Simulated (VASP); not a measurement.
Wanted: the native input for a VASP 6.6.1 run.

```
Task                   : single point
Functional             : LDA
Potentials or basis    : VASP PAW LDA potentials, release 64 (Pt)
Cutoff                 : 520 eV
k mesh                 : 11 × 11 × 11
Occupations            : fermi-dirac, width 0.1 eV
Spin                   : no spin polarisation
Dipole correction      : no
Further INCAR settings : ALGO = Normal; EDIFF = 1e-06; NBANDS = 17
```

The structure of Pt lies in POSCAR:

```
Pt
1.0
    0.0000000000      2.8246276476      2.8246276476
    2.8246276476      0.0000000000      2.8246276476
    2.8246276476      2.8246276476      0.0000000000
Pt
2
Direct
    0.1250000000      0.1250000000      0.1250000000
    0.8750000000      0.8750000000      0.8750000000
```

These files were run (other wordings do the same):

INCAR

```
  PREC = Accurate
  ENCUT = 520
  EDIFF = 1E-6
  ISMEAR = -1
  SIGMA = 0.1
  LREAL = False
  LASPH = True
  NELM = 60
  ALGO = Normal
  ISIF = 2
  LWAVE = False
  LCHARG = False
  GGA = CA
  NBANDS = 17
```

KPOINTS

```
Automatic mesh
0
Gamma
  11 11 11
```

Potentials or basis: VASP PAW LDA potentials, release 64 (Pt).

Command:

```sh
$ cat potpaw_LDA.64/Pt/POTCAR > POTCAR
$ mpirun -np 1 vasp_std > vasp.out
```

Results of the run:

```yaml
Pressure: 0.0 GPa
Band_gap_on_the_k_mesh: zero (band 10 reaches 5.89 eV, above the bottom of band 11 at 5.23 eV)
```

Caveat: spin-orbit coupling is left out, which moves the levels of the heavy elements.

Run time: 15 s on 1 thread of Intel(R) Xeon(R) 6975P-C (Granite Rapids), with other jobs on the host, peak memory 0.16 GiB.
